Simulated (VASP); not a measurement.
# ZnO (P6_3mc) in VASP: a series of runs, part 3 of 3

VASP 6.6.1.

### 4 Electric field gradients, LDA (volume scaled by 1.06)

Contents of INCAR:

```
SYSTEM = ZnO
PREC = Accurate
ENCUT = 520
EDIFF = 1E-8
ISMEAR = -1
SIGMA = 0.01
LREAL = .False.
LASPH = .True.
NELM = 60
ALGO = Normal
ISIF = 2
LWAVE = .False.
LCHARG = .False.
LEFG = .True.
NBANDS = 26
```

Contents of KPOINTS:

```
regular mesh
0
Gamma
  8 8 5
  0 0 0
```

Contents of POSCAR:

```
ZnO
1.0
    3.3131286040      0.0000000000      0.0000000000
   -1.6565643020      2.8692535371      0.0000000000
    0.0000000000      0.0000000000      5.3058612053
Zn O
2 2
Direct
    0.3333333333      0.6666666667      0.0000000000
    0.6666666667      0.3333333333      0.5000000000
    0.3333333333      0.6666666667      0.3821000000
    0.6666666667      0.3333333333      0.8821000000
```

Potentials or basis: VASP PAW LDA potentials, release 64 (Zn, O).

Started as:

```bash
cat potpaw_LDA.64/Zn/POTCAR potpaw_LDA.64/O/POTCAR > POTCAR
mpirun -np 1 vasp_std > vasp.out
```

OUTCAR:

```text
SYSTEM = ZnO
   PREC = Accurate
   ENCUT = 520
   EDIFF = 1E-8
   ISMEAR = -1
   LREAL = .False.
   LASPH = .True.
   NELM = 60
   ISIF = 2

 ion  position               nearest neighbor table
   1  0.333  0.667  0.000-   4 2.01   4 2.01   4 2.01   3 2.03
   2  0.667  0.333  0.500-   3 2.01   3 2.01   3 2.01   4 2.03
   3  0.333  0.667  0.382-   2 2.01   2 2.01   2 2.01   1 2.03
   4  0.667  0.333  0.882-   1 2.01   1 2.01   1 2.01   2 2.03

  LATTYP: Found a hexagonal cell.
 ALAT       =     3.3131286040
 C/A-ratio  =     1.6014655148

  Lattice vectors:

 A1 = (   3.3131286040,   0.0000000000,   0.0000000000)
 A2 = (  -1.6565643020,   2.8692535371,   0.0000000000)
 A3 = (   0.0000000000,   0.0000000000,   5.3058612053)

Analysis of symmetry for initial positions (statically):
=====================================================================
 Subroutine PRICEL returns:
 Original cell was already a primitive cell.

 Routine SETGRP: Setting up the symmetry group for a
[... 900 lines left out ...]
     -0.00000      1.91284      0.00000         0.000000     -0.000000      0.039564
      1.65656      0.95642      2.65293        -0.000000     -0.000000      0.039564
     -0.00000      1.91284      2.02737        -0.000000     -0.000000     -0.039564
      1.65656      0.95642      4.68030         0.000000      0.000000     -0.039564
 -----------------------------------------------------------------------------------
    total drift:                               -0.000000      0.000000     -0.000346

  FREE ENERGIE OF THE ION-ELECTRON SYSTEM (eV)
  ---------------------------------------------------
  free  energy   TOTEN  =       -20.9538388574 eV

  energy  without entropy=      -20.9538388574  energy(sigma->0) =      -20.95383886

 Electric field gradients (V/A^2)
---------------------------------------------------------------------
 ion       V_xx      V_yy      V_zz      V_xy      V_xz      V_yz
---------------------------------------------------------------------
   1      -3.582    -3.578     7.160     0.004     0.000    -0.000
   2      -3.582    -3.578     7.160     0.004    -0.000     0.000
   3       1.786     1.788    -3.574     0.001     0.000    -0.000
   4       1.786     1.788    -3.574     0.001    -0.000     0.000
---------------------------------------------------------------------

 Electric field gradients after diagonalization (V/A^2)
 (convention: |V_zz| > |V_xx| > |V_yy|)
----------------------------------------------------------------------
 ion       V_xx      V_yy      V_zz     asymmetry (V_yy - V_xx)/ V_zz
----------------------------------------------------------------------
   1      -3.585    -3.575     7.160       0.001
   2      -3.585    -3.575     7.160       0.001
   3       1.789     1.786    -3.574       0.001
   4       1.789     1.786    -3.574       0.001
----------------------------------------------------------------------

           NMR quadrupolar parameters

 Cq : quadrupolar parameter    Cq=e*Q*V_zz/h
 eta: asymmetry parameters     (V_yy - V_xx)/ V_zz
 Q  : nuclear electric quadrupole moment in mb (millibarn)
----------------------------------------------------------------------
 ion       Cq(MHz)       eta       Q (mb)
----------------------------------------------------------------------
   1       0.017       0.001       1.000
   2       0.017       0.001       1.000
   3      -0.009       0.001       1.000
   4      -0.009       0.001       1.000
----------------------------------------------------------------------
```

OSZICAR:

```text
N       E                     dE             d eps       ncg     rms          rms(c)
DAV:   1     0.292782901516E+03    0.29278E+03   -0.18068E+04  1568   0.198E+03
DAV:   2     0.937396647640E+01   -0.28341E+03   -0.26509E+03  1652   0.411E+02
DAV:   3    -0.233102003903E+02   -0.32684E+02   -0.32236E+02  1766   0.141E+02
DAV:   4    -0.240006109489E+02   -0.69041E+00   -0.68857E+00  1732   0.209E+01
DAV:   5    -0.240043730919E+02   -0.37621E-02   -0.37619E-02  1702   0.160E+00    0.133E+01
DAV:   6    -0.208767569948E+02    0.31276E+01   -0.62641E+00  2448   0.634E+01    0.823E+00
DAV:   7    -0.210252565310E+02   -0.14850E+00   -0.27441E+00  1666   0.169E+01    0.496E+00
DAV:   8    -0.210065182268E+02    0.18738E-01   -0.63116E-01  2070   0.694E+00    0.169E+00
DAV:   9    -0.209521968036E+02    0.54321E-01   -0.10288E-01  2252   0.636E+00    0.354E-01
DAV:  10    -0.209538336389E+02   -0.16368E-02   -0.34174E-02  1582   0.137E+00    0.721E-02
DAV:  11    -0.209538762299E+02   -0.42591E-04   -0.81274E-04  1870   0.735E-01    0.421E-02
DAV:  12    -0.209538371380E+02    0.39092E-04   -0.16896E-04  1966   0.420E-01    0.769E-03
DAV:  13    -0.209538402571E+02   -0.31191E-05   -0.27142E-05  1638   0.503E-02    0.974E-03
DAV:  14    -0.209538389117E+02    0.13454E-05   -0.51485E-06  1984   0.353E-02    0.182E-03
DAV:  15    -0.209538388718E+02    0.39869E-07   -0.40147E-07  1998   0.154E-02    0.987E-04
DAV:  16    -0.209538388607E+02    0.11103E-07   -0.62792E-08  1620   0.213E-03    0.261E-04
DAV:  17    -0.209538388574E+02    0.33078E-08   -0.73972E-09   804   0.114E-03
   1 F= -.20953839E+02 E0= -.20953839E+02  d E =-.886573E-11
```

stdout:

```text
POSCAR found type information on POSCAR ZnO
 POSCAR found :  2 types and       4 ions
 scaLAPACK will be used
 LDA part: xc-table for (Slater(with rela. corr.)+CA(PZ))
 , standard interpolation
 POSCAR, INCAR and KPOINTS ok, starting setup
 FFT: planning ... GRIDC
 FFT: planning ... GRID_SOFT
 FFT: planning ... GRID
 WAVECAR not read
 entering main loop
ion   1

ion   2

ion   3

ion   4
```

Wall time 54 s (1 thread of Intel Xeon Platinum 8488C (Sapphire Rapids), shared host); peak memory 0.17 GiB.

Results:

```
Free energy            : -20.9538 eV
Pressure               : -12.8 GPa
Largest force          : 0.040 eV/Å
Band gap on the k mesh : 0.65 eV, direct
```

Forces on the atoms (eV/Å):
```
Zn   0.000  0.000  0.040
Zn   0.000  0.000  0.040
O    0.000  0.000 -0.040
O    0.000  0.000 -0.040
```

Levels at points of the mesh, in eV from the valence-band top:
```tsv
k point	band 15	band 16	band 17	band 18	band 19	band 20	band 21	band 22
(0.00, 0.00, 0.00)	-0.73	-0.07	0.00	0.00	0.65	4.85	7.92	12.34
(0.50, 0.00, 0.00)	-2.68	-2.11	-1.20	-0.79	5.42	6.63	7.40	7.94
```

Electric field gradients, principal values (V/Å²):
| atom | least | middle | greatest (by size) |
| --- | --- | --- | --- |
| 1 Zn | -3.575 | -3.585 | 7.160 |
| 2 Zn | -3.575 | -3.585 | 7.160 |
| 3 O | 1.786 | 1.789 | -3.574 |
| 4 O | 1.786 | 1.789 | -3.574 |

Caveat: without QUAD_EFG the Cq values of the log hold for a quadrupole moment of 1 mb, not for the nuclei.

### 5 Electric field gradients, LDA (volume scaled by 1.06)

Changes to INCAR since step 4:

```diff
@@ -8,3 +8,3 @@
 LASPH = .True.
-NELM = 60
+NELM = 100
 ALGO = Normal
@@ -13,2 +13,3 @@
 LCHARG = .False.
+GGA = CA
 LEFG = .True.
```

Contents of KPOINTS:

```
Automatic mesh
0
Gamma
  8 8 5
  0 0 0
```

POSCAR is that of step 4.

Potentials or basis: VASP PAW LDA potentials, release 64 (Zn, O).

Started as:

```bash
cat potpaw_LDA.64/Zn/POTCAR potpaw_LDA.64/O/POTCAR > POTCAR
mpirun -np 1 vasp_std > vasp.out
```

OUTCAR:

```text
SYSTEM = ZnO
   PREC = Accurate
   ENCUT = 520
   EDIFF = 1E-8
   ISMEAR = -1
   LREAL = .False.
   LASPH = .True.
   NELM = 100
   ISIF = 2
   GGA = CA

 ion  position               nearest neighbor table
   1  0.333  0.667  0.000-   4 2.01   4 2.01   4 2.01   3 2.03
   2  0.667  0.333  0.500-   3 2.01   3 2.01   3 2.01   4 2.03
   3  0.333  0.667  0.382-   2 2.01   2 2.01   2 2.01   1 2.03
   4  0.667  0.333  0.882-   1 2.01   1 2.01   1 2.01   2 2.03

  LATTYP: Found a hexagonal cell.
 ALAT       =     3.3131286040
 C/A-ratio  =     1.6014655148

  Lattice vectors:

[... 925 lines left out ...]
 ion       V_xx      V_yy      V_zz      V_xy      V_xz      V_yz
---------------------------------------------------------------------
   1      -3.582    -3.578     7.160     0.004     0.000    -0.000
   2      -3.582    -3.578     7.160     0.004    -0.000     0.000
   3       1.786     1.788    -3.574     0.001     0.000    -0.000
   4       1.786     1.788    -3.574     0.001    -0.000     0.000
---------------------------------------------------------------------

 Electric field gradients after diagonalization (V/A^2)
 (convention: |V_zz| > |V_xx| > |V_yy|)
----------------------------------------------------------------------
 ion       V_xx      V_yy      V_zz     asymmetry (V_yy - V_xx)/ V_zz
----------------------------------------------------------------------
   1      -3.585    -3.575     7.160       0.001
   2      -3.585    -3.575     7.160       0.001
   3       1.789     1.786    -3.574       0.001
   4       1.789     1.786    -3.574       0.001
----------------------------------------------------------------------

           NMR quadrupolar parameters

 Cq : quadrupolar parameter    Cq=e*Q*V_zz/h
 eta: asymmetry parameters     (V_yy - V_xx)/ V_zz
 Q  : nuclear electric quadrupole moment in mb (millibarn)
----------------------------------------------------------------------
 ion       Cq(MHz)       eta       Q (mb)
----------------------------------------------------------------------
   1       0.017       0.001       1.000
   2       0.017       0.001       1.000
   3      -0.009       0.001       1.000
   4      -0.009       0.001       1.000
----------------------------------------------------------------------
```

OSZICAR:

```text
N       E                     dE             d eps       ncg     rms          rms(c)
DAV:   1     0.292782901516E+03    0.29278E+03   -0.18068E+04  1568   0.198E+03
DAV:   2     0.937396647640E+01   -0.28341E+03   -0.26509E+03  1652   0.411E+02
DAV:   3    -0.233102003903E+02   -0.32684E+02   -0.32236E+02  1766   0.141E+02
DAV:   4    -0.240006109489E+02   -0.69041E+00   -0.68857E+00  1732   0.209E+01
DAV:   5    -0.240043730919E+02   -0.37621E-02   -0.37619E-02  1702   0.160E+00    0.133E+01
DAV:   6    -0.208767569948E+02    0.31276E+01   -0.62641E+00  2448   0.634E+01    0.823E+00
DAV:   7    -0.210252565310E+02   -0.14850E+00   -0.27441E+00  1666   0.169E+01    0.496E+00
DAV:   8    -0.210065182268E+02    0.18738E-01   -0.63116E-01  2070   0.694E+00    0.169E+00
DAV:   9    -0.209521968036E+02    0.54321E-01   -0.10288E-01  2252   0.636E+00    0.354E-01
DAV:  10    -0.209538336389E+02   -0.16368E-02   -0.34174E-02  1582   0.137E+00    0.721E-02
DAV:  11    -0.209538762299E+02   -0.42591E-04   -0.81274E-04  1870   0.735E-01    0.421E-02
DAV:  12    -0.209538371380E+02    0.39092E-04   -0.16896E-04  1966   0.420E-01    0.769E-03
DAV:  13    -0.209538402571E+02   -0.31191E-05   -0.27142E-05  1638   0.503E-02    0.974E-03
DAV:  14    -0.209538389117E+02    0.13454E-05   -0.51485E-06  1984   0.353E-02    0.182E-03
DAV:  15    -0.209538388718E+02    0.39869E-07   -0.40147E-07  1998   0.154E-02    0.987E-04
DAV:  16    -0.209538388607E+02    0.11103E-07   -0.62792E-08  1620   0.213E-03    0.261E-04
DAV:  17    -0.209538388574E+02    0.33078E-08   -0.73972E-09   804   0.114E-03
   1 F= -.20953839E+02 E0= -.20953839E+02  d E =-.886573E-11
```

stdout:

```text
POSCAR found type information on POSCAR ZnO
 POSCAR found :  2 types and       4 ions
 scaLAPACK will be used
 LDA part: xc-table for (Slater(with rela. corr.)+CA(PZ))
 , standard interpolation
 POSCAR, INCAR and KPOINTS ok, starting setup
 FFT: planning ... GRIDC
 FFT: planning ... GRID_SOFT
 FFT: planning ... GRID
 WAVECAR not read
 entering main loop
ion   1

ion   2

ion   3

ion   4
```

Run time: 51 s. Hardware: 1 thread of Intel Xeon Platinum 8488C (Sapphire Rapids), shared host; peak memory 0.17 GiB.

What came out:

```yaml
Free_energy: -20.9538 eV
Pressure: -12.8 GPa
Largest_force: 0.040 eV/Å
Band_gap_on_the_k_mesh: 0.65 eV, direct
```

Forces on the atoms (eV/Å):
```
Zn   0.000  0.000  0.040
Zn   0.000  0.000  0.040
O    0.000  0.000 -0.040
O    0.000  0.000 -0.040
```

Stress tensor (GPa, compression positive):
```
-13.06   0.00   0.00
  0.00 -13.06   0.00
  0.00   0.00 -12.27
```

Electric field gradients, principal values (V/Å²):
```
atom   least  middle  greatest (by size)
1 Zn  -3.575  -3.585               7.160
2 Zn  -3.575  -3.585               7.160
 3 O   1.786   1.789              -3.574
 4 O   1.786   1.789              -3.574
```

Caveat: without QUAD_EFG the Cq values of the log hold for a quadrupole moment of 1 mb, not for the nuclei.
